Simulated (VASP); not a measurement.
# SiC (P6_3mc) in VASP: further runs, part 2 of 2

VASP 6.6.1.

### 5 Single point, PBE

File INCAR:

```
ALGO = Normal
EDIFF = 1E-6
ENCUT = 600
GGA = PE
GGA_COMPAT = False
ISIF = 2
ISMEAR = 0
LASPH = True
LCHARG = False
LREAL = False
LWAVE = False
NBANDS = 16
NELM = 120
PREC = Accurate
SIGMA = 0.02
```

File KPOINTS:

```
k-points
0
Gamma
  9 9 4
```

File POSCAR:

```
SiC
1.0
    3.0760000000      0.0000000000      0.0000000000
   -1.5380000000      2.6638941420      0.0000000000
    0.0000000000      0.0000000000      5.0480000000
Si C
2 2
Direct
    0.3333333333      0.6666666667      0.0000000000
    0.6666666667      0.3333333333      0.5000000000
    0.3333333333      0.6666666667      0.3850000000
    0.6666666667      0.3333333333      0.8850000000
```

Potentials or basis: VASP PAW PBE potentials, release 64 (Si, C).

Launch:

```console
$ cat potpaw_PBE.64/Si/POTCAR potpaw_PBE.64/C/POTCAR > POTCAR
$ mpirun -np 1 vasp_std > vasp.out
```

OUTCAR:

```text
EDIFF = 1E-6
   ENCUT = 600
   GGA = PE
   ISIF = 2
   ISMEAR = 0
   LASPH = True
   LREAL = False
   NELM = 120
   PREC = Accurate

 ion  position               nearest neighbor table
   1  0.333  0.667  0.000-   4 1.87   4 1.87   4 1.87   3 1.94   2 3.09   2 3.09   2 3.09   2 3.09
                             2 3.09   2 3.09
   2  0.667  0.333  0.500-   3 1.87   3 1.87   3 1.87   4 1.94   1 3.09   1 3.09   1 3.09   1 3.09
                             1 3.09   1 3.09
   3  0.333  0.667  0.385-   2 1.87   2 1.87   2 1.87   1 1.94
   4  0.667  0.333  0.885-   1 1.87   1 1.87   1 1.87   2 1.94

  LATTYP: Found a hexagonal cell.
 ALAT       =     3.0760000000
 C/A-ratio  =     1.6410923277

  Lattice vectors:

 A1 = (   3.0760000000,   0.0000000000,   0.0000000000)
 A2 = (  -1.5380000000,   2.6638941420,   0.0000000000)
 A3 = (   0.0000000000,   0.0000000000,   5.0480000000)

Analysis of symmetry for initial positions (statically):
=====================================================================
 Subroutine PRICEL returns:
 Original cell was already a primitive cell.

 Routine SETGRP: Setting up the symmetry group for a
 hexagonal supercell.

 Subroutine GETGRP returns: Found 12 space group operations
 (whereof  6 operations were pure point group operations)
 out of a pool of 24 trial point group operations.

The static configuration has the point symmetry C_3v.
 The point group associated with its full space group is C_6v.

Analysis of symmetry for dynamics (positions and initial velocities):
=====================================================================
 Subroutine PRICEL returns:
 Original cell was already a primitive cell.

 Routine SETGRP: Setting up the symmetry group for a
 hexagonal supercell.

 Subroutine GETGRP returns: Found 12 space group operations
 (whereof  6 operations were pure point group operations)
 out of a pool of 24 trial point group operations.

The dynamic configuration has the point symmetry C_3v.
 The point group associated with its full space group is C_6v.

 Subroutine INISYM returns: Found 12 space group operations
 (whereof  6 operations are pure point group operations),
 and found     1 'primitive' translations

----------------------------------------------------------------------------------------

                                     Primitive cell

  volume of cell :      41.3640

  direct lattice vectors                    reciprocal lattice vectors
     3.076000000  0.000000000  0.000000000     0.325097529  0.187695146  0.000000000
    -1.538000000  2.663894142  0.000000000     0.000000000  0.375390292  0.000000000
     0.000000000  0.000000000  5.048000000     0.000000000  0.000000000  0.198098257

  length of vectors
     3.076000000  3.076000000  5.048000000     0.375390292  0.375390292  0.198098257

  position of ions in fractional coordinates (direct lattice)
     0.333333333  0.666666667  0.000000000
     0.666666667  0.333333333  0.500000000
     0.333333333  0.666666667  0.385000000
     0.666666667  0.333333333  0.885000000

  ion indices of the primitive-cell ions
   primitive index   ion index
                 1           1
                 2           2
[... 30 lines left out ...]
            Coordinates               Weight
  0.000000  0.000000  0.000000      1.000000
  0.111111 -0.000000  0.000000      6.000000
  0.222222 -0.000000  0.000000      6.000000
  0.333333 -0.000000  0.000000      6.000000
  0.444444 -0.000000  0.000000      6.000000
  0.111111  0.111111  0.000000      6.000000
[... 16 lines left out ...]
  0.333333  0.222222  0.250000     24.000000
  0.333333  0.333333  0.250000      4.000000
 [... further k-points ...]
   k-points           NKPTS =     36   k-points in BZ     NKDIM =     36   number of bands    NBANDS=     16
   number of dos      NEDOS =    301   number of ions     NIONS =      4
   total plane-waves  NPLWV =  31360
   dimension x,y,z NGX =    28 NGY =   28 NGZ =   40
   dimension x,y,z NGXF=    56 NGYF=   56 NGZF=   80
   ions per type =               2   2
   NGX,Y,Z   is equivalent  to a cutoff of  15.13, 15.13, 13.17 a.u.
   NGXF,Y,Z  is equivalent  to a cutoff of  30.27, 30.27, 26.35 a.u.
 SYSTEM =  unknown system
   PREC   = accura    normal or accurate (medium, high low for compatibility)
   ISTART =      0    job   : 0-new  1-cont  2-samecut
   ICHARG =      2    charge: 1-file 2-atom 10-const
   ISPIN  =      1    spin polarized calculation?
   LNONCOLLINEAR =      F non collinear calculations
   LSORBIT =      F    spin-orbit coupling
   LASPH  =      T    aspherical Exc in radial PAW
   ENCUT  =  600.0 eV  44.10 Ry    6.64 a.u.   6.14  6.14 10.08*2*pi/ulx,y,z
   NELM   =    120;   NELMIN=  2; NELMDL= -5     # of ELM steps
   EDIFF  = 0.1E-05   stopping-criterion for ELM
   LREAL  =      F    real-space projection
   EDIFFG = 0.1E-04   stopping-criterion for IOM
   NSW    =      0    number of steps for IOM
   IBRION =     -1    ionic relax: 0-MD 1-quasi-New 2-CG
   NFREE  =      0    steps in history (QN), initial steepest desc. (CG)
   ISIF   =      2    stress and relaxation
   ISYM   =      2    0-nonsym 1-usesym 2-fastsym
   POTIM  = 0.5000    time-step for ionic-motion
   TEBEG  =    0.0;   TEEND  =   0.0 temperature during run
   PSTRESS=    0.0 pullay stress
   NELECT =      16.0000    total number of electrons
   NUPDOWN=      -1.0000    fix difference up-down
   EMIN   =  10.00;   EMAX   =-10.00  energy-range for DOS
   EFERMI =   0.00;   METHOD = LEGACY
   ISMEAR =     0;   SIGMA  =   0.02  broadening in eV -4-tet -1-fermi 0-gaus
   EFERMI_NEDOS =   21; number of points for ismear=-14 and -15
   IALGO  =     38    algorithm
   IMIX   =      4    mixing-type and parameters
     AMIX     =   0.40;   BMIX     =  1.00
     AMIX_MAG =   1.60;   BMIX_MAG =  1.00
  volume/ion in A,a.u.               =      10.34        69.78
  Fermi-wavevector in a.u.,A,eV,Ry     =   1.192817  2.254098 19.358549  1.422813
  Thomas-Fermi vector in A             =   2.328847
   LORBIT       =      0    0 simple, 1 ext, 2 COOP (PROOUT), +10 PAW based schemes
   GGA     = PE    functional components
   LHFCALC =     F    Hartree Fock is set to
   AEXX    =    0.0000 exact exchange contribution
   IVDW    =     0    specifies the selected vdW correction
   LEPSILON=     F    determine dielectric tensor
   LRPA    =     F    only Hartree local field effects (RPA)
 non-spin polarized calculation
 Gauss-broadening in eV      SIGMA  =   0.02
  energy-cutoff  :      600.00
  volume of cell :       41.36
 maximum number of plane-waves:      1404
 NGX is ok and might be reduce to    28
   NGX = 13   NGY = 13   NGZ = 21

 number of electron      16.0000001 magnetization

 Free energy of the ion-electron system (eV)
  ---------------------------------------------------
  ext. energy  EPLUGINS =         0.00000000
  ---------------------------------------------------
  free energy    TOTEN  =       -30.07044152 eV

  energy without entropy =      -30.07044152  energy(sigma->0) =      -30.07044152

 E-fermi :   8.4951     XC(G=0): -11.3485

 val. band max:        8.4088165853   @ k =   0.0000   0.0000   0.0000
 cond. band min:      10.7319076344   @ k =   0.3333   0.3333   0.0000
 fundamental gap:      2.3230910491
 Fermi energy:         8.4950941099

 k-point     1 :       0.0000    0.0000    0.0000
  band No.  band energies     occupation
      1      -7.3156      2.00000
      2      -3.8136      2.00000
      3      -0.2837      2.00000
      4       6.8526      2.00000
      5       6.8526      2.00000
      6       8.1331      2.00000
[... 433 lines left out ...]
      3       1.0771      2.00000
      4       1.0771      2.00000
      5       1.7575      2.00000
      6       3.6504      2.00000
[... 8 lines left out ...]
     15      20.1124      0.00000
     16      20.7560      0.00000

 [... further k-points ...]

------------------------ aborting loop because EDIFF is reached ----------------------------------------

  FORCE on cell =-STRESS in cart. coord.  units (eV):
  Direction    XX          YY          ZZ          XY          YZ          ZX
  --------------------------------------------------------------------------------------
  -------------------------------------------------------------------------------------
  Total        1.3220295      1.3220295      0.0668254      0.0000000      0.0000000      0.0000000
  in kB       51.2069729     51.2069729      2.5883877      0.0000000      0.0000000      0.0000000
  external PRESSURE =      35.0007778 kB  Pullay stress =       0.0000000 kB

 VOLUME and BASIS-vectors are now :
 -----------------------------------------------------------------------------
  energy-cutoff  :      600.00
  volume of cell :       41.36
      direct lattice vectors                 reciprocal lattice vectors
     3.076000000  0.000000000  0.000000000     0.325097529  0.187695146  0.000000000
    -1.538000000  2.663894142  0.000000000     0.000000000  0.375390292  0.000000000
     0.000000000  0.000000000  5.048000000     0.000000000  0.000000000  0.198098257

 POSITION                                       TOTAL-FORCE (eV/Angst)
 -----------------------------------------------------------------------------------
     -0.00000      1.77593      0.00000        -0.000000     -0.000000      0.751094
      1.53800      0.88796      2.52400         0.000000     -0.000000      0.751094
     -0.00000      1.77593      1.94348         0.000000     -0.000000     -0.751094
      1.53800      0.88796      4.46748        -0.000000      0.000000     -0.751094
 -----------------------------------------------------------------------------------
    total drift:                               -0.000000      0.000000     -0.000160

  FREE ENERGIE OF THE ION-ELECTRON SYSTEM (eV)
  ---------------------------------------------------
  free  energy   TOTEN  =       -30.0704415238 eV

  energy  without entropy=      -30.0704415238  energy(sigma->0) =      -30.07044152
```

OSZICAR:

```text
N       E                     dE             d eps       ncg     rms          rms(c)
DAV:   1     0.298824506657E+02    0.29882E+02   -0.77389E+03  1152   0.100E+03
DAV:   2    -0.310322910564E+02   -0.60915E+02   -0.54889E+02  1608   0.167E+02
DAV:   3    -0.337921745413E+02   -0.27599E+01   -0.27463E+01  1560   0.325E+01
DAV:   4    -0.338125836048E+02   -0.20409E-01   -0.20406E-01  1392   0.341E+00
DAV:   5    -0.338127845131E+02   -0.20091E-03   -0.20090E-03  1528   0.319E-01    0.125E+01
DAV:   6    -0.301593576252E+02    0.36534E+01   -0.65328E+00  1472   0.157E+01    0.562E+00
DAV:   7    -0.300884066658E+02    0.70951E-01   -0.11227E+00  1616   0.619E+00    0.248E+00
DAV:   8    -0.300716598890E+02    0.16747E-01   -0.47406E-02  1296   0.140E+00    0.629E-01
DAV:   9    -0.300700924944E+02    0.15674E-02   -0.76798E-03  1504   0.595E-01    0.122E-01
DAV:  10    -0.300704114776E+02   -0.31898E-03   -0.10217E-03  1368   0.186E-01    0.577E-02
DAV:  11    -0.300704406086E+02   -0.29131E-04   -0.92513E-05  1352   0.689E-02    0.136E-02
DAV:  12    -0.300704415238E+02   -0.91513E-06   -0.65129E-06  1480   0.163E-02
   1 F= -.30070442E+02 E0= -.30070442E+02  d E =-.288333E-12
```

Run time: 35 s. Hardware: 1 thread of Intel Xeon 8259CL, shared host; peak memory 0.18 GiB.

What came out:

- Free energy: -30.0704 eV
- Pressure: 3.5 GPa
- Largest force: 0.751 eV/Å
- Band gap on the k mesh: 2.32 eV (least direct gap 4.11 eV)

Forces on the atoms (eV/Å):
```
Si   0.000  0.000  0.751
Si   0.000  0.000  0.751
C    0.000  0.000 -0.751
C    0.000  0.000 -0.751
```

Levels at points of the mesh, in eV from the valence-band top:
```
           k point  band 4  band 5  band 6  band 7  band 8  band 9  band 10  band 11  band 12  band 13
(0.00, 0.00, 0.00)   -1.56   -1.56   -0.28   -0.28    0.00    4.63     6.03     6.51     6.51     7.55
(0.00, 0.00, 0.50)   -4.45   -0.97   -0.97   -0.97   -0.97    5.71     5.71     7.17     7.17     7.17
```

Caveat: the cell stands under pressure. A hybrid or GW would open this gap; PBE tends to underestimate it.

### 6 Single point, PBE

File INCAR:

```
PREC = Accurate ; ENCUT = 600
EDIFF = 1E-6 ; ISMEAR = 0
SIGMA = 0.02 ; LREAL = False
LASPH = True ; NELM = 120
ALGO = Normal ; ISIF = 2
LWAVE = False ; LCHARG = False
GGA = PE ; NBANDS = 16
GGA_COMPAT = False
```

File KPOINTS:

```
Automatic mesh
0
Gamma
  15 15 8
```

POSCAR is that of step 5.

Potentials or basis: VASP PAW PBE potentials, release 64 (Si, C).

Launch:

```console
$ cat potpaw_PBE.64/Si/POTCAR potpaw_PBE.64/C/POTCAR > POTCAR
$ mpirun -np 1 vasp_std > vasp.out
```

OUTCAR:

```text
PREC = Accurate
   ENCUT = 600
   EDIFF = 1E-6
   ISMEAR = 0
   LREAL = False
   LASPH = True
   NELM = 120
   ISIF = 2
   GGA = PE

 ion  position               nearest neighbor table
   1  0.333  0.667  0.000-   4 1.87   4 1.87   4 1.87   3 1.94   2 3.09   2 3.09   2 3.09   2 3.09
                             2 3.09   2 3.09
   2  0.667  0.333  0.500-   3 1.87   3 1.87   3 1.87   4 1.94   1 3.09   1 3.09   1 3.09   1 3.09
                             1 3.09   1 3.09
   3  0.333  0.667  0.385-   2 1.87   2 1.87   2 1.87   1 1.94
   4  0.667  0.333  0.885-   1 1.87   1 1.87   1 1.87   2 1.94

  LATTYP: Found a hexagonal cell.
 ALAT       =     3.0760000000
 C/A-ratio  =     1.6410923277

  Lattice vectors:

 A1 = (   3.0760000000,   0.0000000000,   0.0000000000)
 A2 = (  -1.5380000000,   2.6638941420,   0.0000000000)
 A3 = (   0.0000000000,   0.0000000000,   5.0480000000)

Analysis of symmetry for initial positions (statically):
=====================================================================
 Subroutine PRICEL returns:
 Original cell was already a primitive cell.

[... 179 lines left out ...]
 cond. band min:      10.7319168578   @ k =   0.3333   0.3333   0.0000
 fundamental gap:      2.3230125645
 Fermi energy:         8.5704810699

 k-point     1 :       0.0000    0.0000    0.0000
  band No.  band energies     occupation
      1      -7.3156      2.00000
      2      -3.8136      2.00000
      3      -0.2836      2.00000
      4       6.8526      2.00000
      5       6.8526      2.00000
      6       8.1331      2.00000
[... 433 lines left out ...]
      3       0.9117      2.00000
      4       2.1081      2.00000
      5       2.6234      2.00000
      6       3.6430      2.00000
[... 8 lines left out ...]
     15      19.4120      0.00000
     16      20.2606      0.00000

 [... further k-points ...]

------------------------ aborting loop because EDIFF is reached ----------------------------------------

  FORCE on cell =-STRESS in cart. coord.  units (eV):
  Direction    XX          YY          ZZ          XY          YZ          ZX
  --------------------------------------------------------------------------------------
  -------------------------------------------------------------------------------------
  Total        1.3200359      1.3200359      0.0720260      0.0000000      0.0000000      0.0000000
  in kB       51.1297527     51.1297527      2.7898261      0.0000000      0.0000000      0.0000000
  external PRESSURE =      35.0164438 kB  Pullay stress =       0.0000000 kB

 VOLUME and BASIS-vectors are now :
 -----------------------------------------------------------------------------
  energy-cutoff  :      600.00
  volume of cell :       41.36
      direct lattice vectors                 reciprocal lattice vectors
     3.076000000  0.000000000  0.000000000     0.325097529  0.187695146  0.000000000
    -1.538000000  2.663894142  0.000000000     0.000000000  0.375390292  0.000000000
     0.000000000  0.000000000  5.048000000     0.000000000  0.000000000  0.198098257

 POSITION                                       TOTAL-FORCE (eV/Angst)
 -----------------------------------------------------------------------------------
     -0.00000      1.77593      0.00000         0.000000     -0.000000      0.752614
      1.53800      0.88796      2.52400        -0.000000      0.000000      0.752614
     -0.00000      1.77593      1.94348        -0.000000     -0.000000     -0.752614
      1.53800      0.88796      4.46748         0.000000      0.000000     -0.752614
 -----------------------------------------------------------------------------------
    total drift:                               -0.000000      0.000000     -0.000156

  FREE ENERGIE OF THE ION-ELECTRON SYSTEM (eV)
  ---------------------------------------------------
  free  energy   TOTEN  =       -30.0701676766 eV

  energy  without entropy=      -30.0701676766  energy(sigma->0) =      -30.07016768
```

OSZICAR:

```text
N       E                     dE             d eps       ncg     rms          rms(c)
DAV:   1     0.305659652141E+02    0.30566E+02   -0.78246E+03  4320   0.101E+03
DAV:   2    -0.310140999490E+02   -0.61580E+02   -0.55850E+02  6160   0.166E+02
DAV:   3    -0.337915086757E+02   -0.27774E+01   -0.27641E+01  5824   0.326E+01
DAV:   4    -0.338124906694E+02   -0.20982E-01   -0.20979E-01  5224   0.345E+00
DAV:   5    -0.338126941668E+02   -0.20350E-03   -0.20349E-03  5720   0.324E-01    0.125E+01
DAV:   6    -0.301594072601E+02    0.36533E+01   -0.65412E+00  5488   0.157E+01    0.562E+00
DAV:   7    -0.300880903384E+02    0.71317E-01   -0.11191E+00  6184   0.619E+00    0.248E+00
DAV:   8    -0.300713656352E+02    0.16725E-01   -0.47574E-02  4920   0.140E+00    0.627E-01
DAV:   9    -0.300698185897E+02    0.15470E-02   -0.76418E-03  5664   0.593E-01    0.122E-01
DAV:  10    -0.300701379426E+02   -0.31935E-03   -0.10221E-03  5224   0.186E-01    0.579E-02
DAV:  11    -0.300701667754E+02   -0.28833E-04   -0.93420E-05  5096   0.691E-02    0.135E-02
DAV:  12    -0.300701676766E+02   -0.90118E-06   -0.65209E-06  5688   0.164E-02
   1 F= -.30070168E+02 E0= -.30070168E+02  d E =-.283014E-33
```

Run time: 2.3 min. Hardware: 1 thread of Intel Xeon 8259CL, shared host; peak memory 0.24 GiB.

What came out:

```yaml
Free_energy: -30.0702 eV
Pressure: 3.5 GPa
Largest_force: 0.753 eV/Å
Band_gap_on_the_k_mesh: 2.32 eV (least direct gap 4.09 eV)
```

Forces on the atoms (eV/Å):
```
Si   0.000  0.000  0.753
Si   0.000  0.000  0.753
C    0.000  0.000 -0.753
C    0.000  0.000 -0.753
```

Levels at points of the mesh, in eV from the valence-band top:
| k point | band 4 | band 5 | band 6 | band 7 | band 8 | band 9 | band 10 | band 11 | band 12 | band 13 |
| --- | --- | --- | --- | --- | --- | --- | --- | --- | --- | --- |
| (0.00, 0.00, 0.00) | -1.56 | -1.56 | -0.28 | -0.28 | 0.00 | 4.63 | 6.03 | 6.51 | 6.51 | 7.55 |
| (0.00, 0.00, 0.50) | -4.45 | -0.97 | -0.97 | -0.97 | -0.97 | 5.71 | 5.71 | 7.17 | 7.17 | 7.17 |

Caveat: the cell stands under pressure. A k mesh can miss the band edges.

### 7 Single point, PBE

File INCAR:

```
  ALGO = Normal
  EDIFF = 1E-6
  ENCUT = 600
  GGA = PE
  GGA_COMPAT = F
  ISIF = 2
  ISMEAR = 0
  LASPH = T
  LCHARG = F
  LREAL = F
  LWAVE = F
  NBANDS = 16
  NELM = 120
  PREC = Accurate
  SIGMA = 0.02
```

File KPOINTS:

```
k-points
0
Gamma
  18 18 10
```

POSCAR is that of step 6.

Launch:

```console
$ cat potpaw_PBE.64/Si/POTCAR potpaw_PBE.64/C/POTCAR > POTCAR
$ mpirun -np 1 vasp_std > vasp.out
```

Run time: 3.9 min. Hardware: 1 thread of Intel Xeon 8259CL, shared host; peak memory 0.28 GiB.

The run converged. Its results:

* Free energy: -30.0702 eV
* Pressure: 3.5 GPa
* Largest force: 0.753 eV/Å
* Band gap on the k mesh: 2.32 eV (least direct gap 4.08 eV)

Forces on the atoms (eV/Å):
```
Si   0.000  0.000  0.753
Si   0.000  0.000  0.753
C    0.000  0.000 -0.753
C    0.000  0.000 -0.753
```

Stress tensor (GPa, compression positive):
```
5.11 0.00 0.00
0.00 5.11 0.00
0.00 0.00 0.28
```

Levels at points of the mesh, in eV from the valence-band top:
| k point | band 5 | band 6 | band 7 | band 8 | band 9 | band 10 | band 11 | band 12 |
| --- | --- | --- | --- | --- | --- | --- | --- | --- |
| (0.00, 0.00, 0.00) | -1.56 | -0.28 | -0.28 | 0.00 | 4.63 | 6.03 | 6.51 | 6.51 |
| (0.50, 0.00, 0.00) | -5.43 | -3.54 | -3.26 | -1.49 | 2.59 | 4.20 | 6.74 | 7.21 |
| (0.00, 0.00, 0.50) | -0.97 | -0.97 | -0.97 | -0.97 | 5.71 | 5.71 | 7.17 | 7.17 |
| (0.50, 0.00, 0.50) | -2.69 | -2.69 | -2.34 | -2.34 | 3.17 | 3.17 | 5.00 | 5.00 |

Caveat: the cell stands under pressure. Expect the measured gap to be larger: semilocal functionals such as PBE lack the derivative discontinuity.

### 8 Summary

```tsv
k mesh	gap on the mesh (eV)	pressure (GPa)	largest force (eV/Å)
3 × 3 × 2	2.26	4.2	0.58
6 × 6 × 4	2.32	3.5	0.75
9 × 9 × 4	2.32	3.5	0.75
15 × 15 × 8	2.32	3.5	0.75
18 × 18 × 10	2.32	3.5	0.75
```

Alike in all rows: task single point; level PBE; potentials or basis VASP PAW PBE potentials, release 64 (Si, C); no spin polarisation; cell as given; cutoff (eV) 600; smearing gaussian 0.02 eV.

Caveats: some runs use coarse meshes; the cell stands under pressure (at least some runs).

Absolute energies hang on the potentials; compare differences alone.
